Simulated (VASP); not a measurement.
# I (Pm-3m) in VASP: notebook

The runs below take I through single point, with PBEsol.

Everything below comes from runs of VASP 6.6.1. Logs are shortened: lines on timing, memory, paths and dates and some standing lists are left out, and cuts for length are marked.

### Step 1. The cell of the first run

The structure is cubic, space group Pm-3m (No. 221). Conventional cell: a = 2.591 Å, b = 2.591 Å, c = 2.591 Å, α = 90.00°, β = 90.00°, γ = 90.00°. Within 3.4 Å of I (site symmetry m-3m) lie 6 I at 2.59 Å.

### Step 2. Single point, PBEsol

The input, INCAR:

```
SYSTEM = I
PREC     = Accurate       ! precision mode
ENCUT    = 520            ! plane-wave cutoff, eV
EDIFF    = 1E-6           ! SCF threshold, eV
ISMEAR   = -1             ! smearing method
SIGMA    = 0.1            ! smearing width, eV
LREAL    = .FALSE.        ! projectors in reciprocal space
LASPH    = .TRUE.         ! aspherical terms in the spheres
NELM     = 100            ! most SCF steps
ALGO     = Normal         ! electronic algorithm
ISIF     = 2              ! what is computed and relaxed
LWAVE    = .FALSE.        ! write WAVECAR
LCHARG   = .FALSE.        ! write CHGCAR
GGA      = PS             ! functional
NBANDS   = 10             ! bands
```

The input, KPOINTS:

```
Automatic mesh
0
G
  11 11 11
  0 0 0
```

The input, POSCAR:

```
I
1.0
    2.5911618003      0.0000000000      0.0000000000
    0.0000000000      2.5911618003      0.0000000000
    0.0000000000      0.0000000000      2.5911618003
I
1
Direct
    0.0000000000      0.0000000000      0.0000000000
```

Potentials or basis: VASP PAW PBE potentials, release 64 (I).

Run with:

```bash
$ cat potpaw_PBE.64/I/POTCAR > POTCAR
$ mpirun -np 1 vasp_std > vasp.out
```

OUTCAR:

```text
SYSTEM = I
   PREC = Accurate
   ENCUT = 520
   EDIFF = 1E-6
   ISMEAR = -1
   LREAL = .FALSE.
   LASPH = .TRUE.
   NELM = 100
   ISIF = 2
   GGA = PS

 ion  position               nearest neighbor table
   1  0.000  0.000  0.000-

  LATTYP: Found a simple cubic cell.
 ALAT       =     2.5911618003

  Lattice vectors:

 A1 = (   2.5911618003,   0.0000000000,   0.0000000000)
 A2 = (   0.0000000000,   2.5911618003,   0.0000000000)
 A3 = (   0.0000000000,   0.0000000000,   2.5911618003)

Analysis of symmetry for initial positions (statically):
=====================================================================
 Subroutine PRICEL returns:
 Original cell was already a primitive cell.

 Routine SETGRP: Setting up the symmetry group for a
 simple cubic supercell.

 Subroutine GETGRP returns: Found 48 space group operations
[... 9 lines left out ...]

 Routine SETGRP: Setting up the symmetry group for a
 simple cubic supercell.

 Subroutine GETGRP returns: Found 48 space group operations
[... 11 lines left out ...]
                                     Primitive cell

  volume of cell :      17.3974

  direct lattice vectors                    reciprocal lattice vectors
     2.591161800  0.000000000  0.000000000     0.385927270  0.000000000  0.000000000
     0.000000000  2.591161800  0.000000000     0.000000000  0.385927270  0.000000000
     0.000000000  0.000000000  2.591161800     0.000000000  0.000000000  0.385927270

  length of vectors
     2.591161800  2.591161800  2.591161800     0.385927270  0.385927270  0.385927270

  position of ions in fractional coordinates (direct lattice)
     0.000000000  0.000000000  0.000000000

  ion indices of the primitive-cell ions
   primitive index   ion index
                 1           1

----------------------------------------------------------------------------------------

 KPOINTS: Automatic mesh

Automatic generation of k-mesh.
 Grid dimensions read from file:
 generate k-points for:   11   11   11

 Generating k-lattice:

  Cartesian coordinates                     Fractional coordinates (reciprocal lattice)
     0.035084297  0.000000000  0.000000000     0.090909091  0.000000000  0.000000000
     0.000000000  0.035084297  0.000000000     0.000000000  0.090909091  0.000000000
     0.000000000  0.000000000  0.035084297     0.000000000  0.000000000  0.090909091

  Length of vectors
[... 55 lines left out ...]
   EDIFF  = 0.1E-05   stopping-criterion for ELM
   LREAL  =      F    real-space projection
   EDIFFG = 0.1E-04   stopping-criterion for IOM
   NSW    =      0    number of steps for IOM
   IBRION =     -1    ionic relax: 0-MD 1-quasi-New 2-CG
   NFREE  =      0    steps in history (QN), initial steepest desc. (CG)
   ISIF   =      2    stress and relaxation
   ISYM   =      2    0-nonsym 1-usesym 2-fastsym
   POTIM  = 0.5000    time-step for ionic-motion
   TEBEG  =    0.0;   TEEND  =   0.0 temperature during run
   PSTRESS=    0.0 pullay stress
   NELECT =       7.0000    total number of electrons
   NUPDOWN=      -1.0000    fix difference up-down
   EMIN   =  10.00;   EMAX   =-10.00  energy-range for DOS
   EFERMI =   0.00;   METHOD = LEGACY
   ISMEAR =    -1;   SIGMA  =   0.10  broadening in eV -4-tet -1-fermi 0-gaus
   EFERMI_NEDOS =   21; number of points for ismear=-14 and -15
   IALGO  =     38    algorithm
   IMIX   =      4    mixing-type and parameters
     AMIX     =   0.40;   BMIX     =  1.00
     AMIX_MAG =   1.60;   BMIX_MAG =  1.00
  volume/ion in A,a.u.               =      17.40       117.40
  Fermi-wavevector in a.u.,A,eV,Ry     =   1.208592  2.283907 19.873950  1.460694
  Thomas-Fermi vector in A             =   2.344195
   LORBIT       =      0    0 simple, 1 ext, 2 COOP (PROOUT), +10 PAW based schemes
   GGA     = PS    functional components
   LHFCALC =     F    Hartree Fock is set to
   AEXX    =    0.0000 exact exchange contribution
   IVDW    =     0    specifies the selected vdW correction
   LEPSILON=     F    determine dielectric tensor
   LRPA    =     F    only Hartree local field effects (RPA)
 non-spin polarized calculation
  energy-cutoff  :      520.00
  volume of cell :       17.40
 maximum number of plane-waves:       477
 NGX is ok and might be reduce to    20

 number of electron       6.9999999 magnetization

 Free energy of the ion-electron system (eV)
  ---------------------------------------------------
  ext. energy  EPLUGINS =         0.00000000
  ---------------------------------------------------
  free energy    TOTEN  =         3.18606640 eV

  energy without entropy =        3.20414969  energy(sigma->0) =        3.19510805

 E-fermi :  17.7595     XC(G=0): -12.4891

 val. band max:       17.7385786341   @ k =   0.2727   0.1818   0.0909
 cond. band min:      17.8258316713   @ k =   0.0909   0.0909   0.0000
 fundamental gap:      0.0872530373
 Fermi energy:        17.7595091118

 k-point     1 :       0.0000    0.0000    0.0000
  band No.  band energies     occupation
      1      -4.7931      2.00000
      2      17.4485      1.91462
      3      17.4485      1.91462
      4      17.4485      1.91462
      5      21.7486      0.00000
      6      21.7486      0.00000
      7      25.8502      0.00000
      8      36.9200      0.00000
      9      36.9200      0.00000
     10      36.9200      0.00000
[... 287 lines left out ...]
 k-point    24 :       0.2727    0.0909    0.0909
  band No.  band energies     occupation
      1      -2.8288      2.00000
      2       9.3229      2.00000
      3      16.7704      1.99990
      4      17.4923      1.87077
      5      25.4898      0.00000
      6      26.5607      0.00000
      7      28.3756      0.00000
      8      29.9947      0.00000
      9      33.9550      0.00000
     10      34.7571      0.00000

 [... further k-points ...]

------------------------ aborting loop because EDIFF is reached ----------------------------------------

  FORCE on cell =-STRESS in cart. coord.  units (eV):
  Direction    XX          YY          ZZ          XY          YZ          ZX
  --------------------------------------------------------------------------------------
  -------------------------------------------------------------------------------------
  Total       14.7300511     14.7300511     14.7300511     -0.0000000     -0.0000000      0.0000000
  in kB     1356.5357330   1356.5357330   1356.5357330     -0.0000000     -0.0000000      0.0000000
  external PRESSURE =    1356.5357330 kB  Pullay stress =       0.0000000 kB

 VOLUME and BASIS-vectors are now :
 -----------------------------------------------------------------------------
  energy-cutoff  :      520.00
  volume of cell :       17.40
      direct lattice vectors                 reciprocal lattice vectors
     2.591161800  0.000000000  0.000000000     0.385927270  0.000000000  0.000000000
     0.000000000  2.591161800  0.000000000     0.000000000  0.385927270  0.000000000
     0.000000000  0.000000000  2.591161800     0.000000000  0.000000000  0.385927270

 POSITION                                       TOTAL-FORCE (eV/Angst)
 -----------------------------------------------------------------------------------
      0.00000      0.00000      0.00000         0.000000      0.000000      0.000000
 -----------------------------------------------------------------------------------
    total drift:                                0.000000     -0.000000      0.000000

  FREE ENERGIE OF THE ION-ELECTRON SYSTEM (eV)
  ---------------------------------------------------
  free  energy   TOTEN  =         3.1860664048 eV

  energy  without entropy=        3.2041496862  energy(sigma->0) =        3.19510805
```

OSZICAR:

```text
N       E                     dE             d eps       ncg     rms          rms(c)
DAV:   1     0.222761353551E+02    0.22276E+02   -0.29943E+03  1120   0.543E+02
DAV:   2     0.363084757970E+01   -0.18645E+02   -0.17821E+02  1508   0.954E+01
DAV:   3     0.315062753164E+01   -0.48022E+00   -0.47750E+00  1458   0.142E+01
DAV:   4     0.314834199824E+01   -0.22855E-02   -0.22854E-02  1438   0.110E+00
DAV:   5     0.314832725448E+01   -0.14744E-04   -0.14745E-04  1420   0.767E-02    0.329E+01
DAV:   6     0.317441884444E+01    0.26092E-01   -0.87969E-03  1320   0.448E-01    0.196E+01
DAV:   7     0.318578286232E+01    0.11364E-01   -0.12527E-02  1336   0.546E-01    0.416E-01
DAV:   8     0.318606512138E+01    0.28226E-03   -0.85519E-04  1268   0.162E-01    0.609E-02
DAV:   9     0.318606669661E+01    0.15752E-05   -0.24151E-05  1498   0.279E-02    0.528E-02
DAV:  10     0.318606640481E+01   -0.29180E-06   -0.96643E-07  1104   0.571E-03
   1 F= 0.31860664E+01 E0= 0.31951080E+01  d E =-.180833E-01
```

stdout:

```text
POSCAR found type information on POSCAR I
 POSCAR found :  1 types and       1 ions
 scaLAPACK will be used
 -----------------------------------------------------------------------------
|                                                                             |
|                                                                             |
|     You enforced a specific xc type in the INCAR file but a different       |
|     I HOPE YOU KNOW WHAT YOU ARE DOING!                                     |
|                                                                             |
 -----------------------------------------------------------------------------

 LDA part: xc-table for (Slater+PW92), standard interpolation
 POSCAR, INCAR and KPOINTS ok, starting setup
 FFT: planning ... GRIDC
 FFT: planning ... GRID_SOFT
 FFT: planning ... GRID
 WAVECAR not read
 entering main loop
```

Wall time 6.1 s (1 thread of Intel Xeon Platinum 8259CL at 2.50GHz (Skylake/Cascade Lake), shared host); peak memory 0.12 GiB.

What came out:

- Free energy: 3.1861 eV
- Pressure: 135.7 GPa

Levels at points of the mesh, in eV from the Fermi level:
| k point | band 1 | band 2 | band 3 | band 4 | band 5 | band 6 | band 7 | band 8 |
| --- | --- | --- | --- | --- | --- | --- | --- | --- |
| (0.00, 0.00, 0.00) | -22.55 | -0.31 | -0.31 | -0.31 | 3.99 | 3.99 | 8.09 | 19.16 |

Caveat: the PAW data sets were made with another functional, which shifts forces and pressure a little; spin-orbit coupling is left out, which moves the levels of the heavy elements; an odd number of electrons without spin polarisation forces a metal; a magnetic or distorted state may lie lower.

### Step 3. Single point, PBEsol

The input, INCAR:

```
  PREC = Accurate
  ENCUT = 520
  EDIFF = 1E-7
  ISMEAR = 1
  SIGMA = 0.05
  LREAL = False
  LASPH = True
  NELM = 60
  ALGO = Normal
  ISIF = 2
  LWAVE = False
  LCHARG = False
  GGA = PS
  NBANDS = 10
```

The input, KPOINTS:

```
Automatic mesh
0
Gamma
  11 11 11
```

POSCAR is that of step 2.

Potentials or basis: VASP PAW PBE potentials, release 64 (I).

Run with:

```bash
$ cat potpaw_PBE.64/I/POTCAR > POTCAR
$ mpirun -np 1 vasp_std > vasp.out
```

OUTCAR:

```text
PREC = Accurate
   ENCUT = 520
   EDIFF = 1E-7
   ISMEAR = 1
   LREAL = False
   LASPH = True
   NELM = 60
   ISIF = 2
   GGA = PS

 ion  position               nearest neighbor table
   1  0.000  0.000  0.000-

  LATTYP: Found a simple cubic cell.
 ALAT       =     2.5911618003

  Lattice vectors:

 A1 = (   2.5911618003,   0.0000000000,   0.0000000000)
 A2 = (   0.0000000000,   2.5911618003,   0.0000000000)
 A3 = (   0.0000000000,   0.0000000000,   2.5911618003)

[... 490 lines left out ...]
     10      34.7623      0.00000

 [... further k-points ...]

------------------------ aborting loop because EDIFF is reached ----------------------------------------

  FORCE on cell =-STRESS in cart. coord.  units (eV):
  Direction    XX          YY          ZZ          XY          YZ          ZX
  --------------------------------------------------------------------------------------
  -------------------------------------------------------------------------------------
  Total       14.8423808     14.8423808     14.8423808     -0.0000000      0.0000000      0.0000000
  in kB     1366.8805254   1366.8805254   1366.8805254     -0.0000000      0.0000000      0.0000000
  external PRESSURE =    1366.8805254 kB  Pullay stress =       0.0000000 kB

 VOLUME and BASIS-vectors are now :
 -----------------------------------------------------------------------------
  energy-cutoff  :      520.00
  volume of cell :       17.40
      direct lattice vectors                 reciprocal lattice vectors
     2.591161800  0.000000000  0.000000000     0.385927270  0.000000000  0.000000000
     0.000000000  2.591161800  0.000000000     0.000000000  0.385927270  0.000000000
     0.000000000  0.000000000  2.591161800     0.000000000  0.000000000  0.385927270

 POSITION                                       TOTAL-FORCE (eV/Angst)
 -----------------------------------------------------------------------------------
      0.00000      0.00000      0.00000         0.000000      0.000000      0.000000
 -----------------------------------------------------------------------------------
    total drift:                               -0.000000     -0.000000      0.000000

  FREE ENERGIE OF THE ION-ELECTRON SYSTEM (eV)
  ---------------------------------------------------
  free  energy   TOTEN  =         3.1965054388 eV

  energy  without entropy=        3.1967325627  energy(sigma->0) =        3.19658115
```

stdout:

```text
POSCAR found type information on POSCAR I
 POSCAR found :  1 types and       1 ions
 scaLAPACK will be used
 -----------------------------------------------------------------------------
|                                                                             |
|                                                                             |
|     You enforced a specific xc type in the INCAR file but a different       |
|     I HOPE YOU KNOW WHAT YOU ARE DOING!                                     |
|                                                                             |
 -----------------------------------------------------------------------------

 LDA part: xc-table for (Slater+PW92), standard interpolation
 POSCAR, INCAR and KPOINTS ok, starting setup
 FFT: planning ... GRIDC
 FFT: planning ... GRID_SOFT
 FFT: planning ... GRID
 WAVECAR not read
 entering main loop
```

It took 6.8 s on 1 thread of Intel Xeon Platinum 8259CL at 2.50GHz (Skylake/Cascade Lake), shared host; peak memory 0.13 GiB.

What came out:

* Free energy: 3.1965 eV
* Pressure: 136.7 GPa

Caveat: the PAW data sets were made with another functional, which shifts forces and pressure a little; spin-orbit coupling is left out, which moves the levels of the heavy elements; an odd number of electrons without spin polarisation forces a metal; a magnetic or distorted state may lie lower.

### Step 4. Single point, PBEsol

The input, INCAR:

```
SYSTEM = I
PREC = Accurate ; ENCUT = 520
EDIFF = 1E-7 ; ISMEAR = 1
SIGMA = 0.15 ; LREAL = .FALSE.
LASPH = .TRUE. ; NELM = 60
ALGO = Normal ; ISIF = 2
LWAVE = .FALSE. ; LCHARG = .TRUE.
GGA = PS ; LELF = .TRUE.
LVHAR = .TRUE. ; NBANDS = 10
```

The input, KPOINTS:

```
Automatic mesh
0
G
  11 11 11
  0 0 0
```

POSCAR is that of step 3.

Run with:

```bash
$ cat potpaw_PBE.64/I/POTCAR > POTCAR
$ mpirun -np 1 vasp_std > vasp.out
```

It took 7.4 s on 1 thread of Intel Xeon Platinum 8259CL at 2.50GHz (Skylake/Cascade Lake), shared host; peak memory 0.13 GiB.

The run converged. Its results:

| Property | Result |
| --- | --- |
| Free energy | 3.1958 eV |
| Pressure | 136.3 GPa |

Levels at points of the mesh, in eV from the Fermi level:
```tsv
k point	band 1	band 2	band 3	band 4	band 5	band 6	band 7	band 8
(0.00, 0.00, 0.00)	-22.55	-0.31	-0.31	-0.31	3.99	3.99	8.09	19.16
```

Caveat: the PAW data sets were made with another functional, which shifts forces and pressure a little; spin-orbit coupling is left out, which moves the levels of the heavy elements; an odd number of electrons without spin polarisation forces a metal; a magnetic or distorted state may lie lower.

### Step 5. The runs side by side

| smearing | gap on the mesh (eV) | pressure (GPa) |
| --- | --- | --- |
| fermi-dirac 0.1 eV | none | 135.7 |
| methfessel-paxton 0.05 eV | none | 136.7 |
| methfessel-paxton 0.15 eV | none | 136.3 |

Alike in all rows: task single point; level PBEsol; potentials or basis VASP PAW PBE potentials, release 64 (I); no spin polarisation; cell as given; k mesh 11 × 11 × 11; cutoff (eV) 520.

Caveats: the PAW data sets were made with another functional, which shifts forces and pressure a little; spin-orbit coupling is left out, which moves the levels of the heavy elements; an odd number of electrons without spin polarisation forces a metal; a magnetic or distorted state may lie lower.

Absolute energies hang on the potentials; compare differences alone.
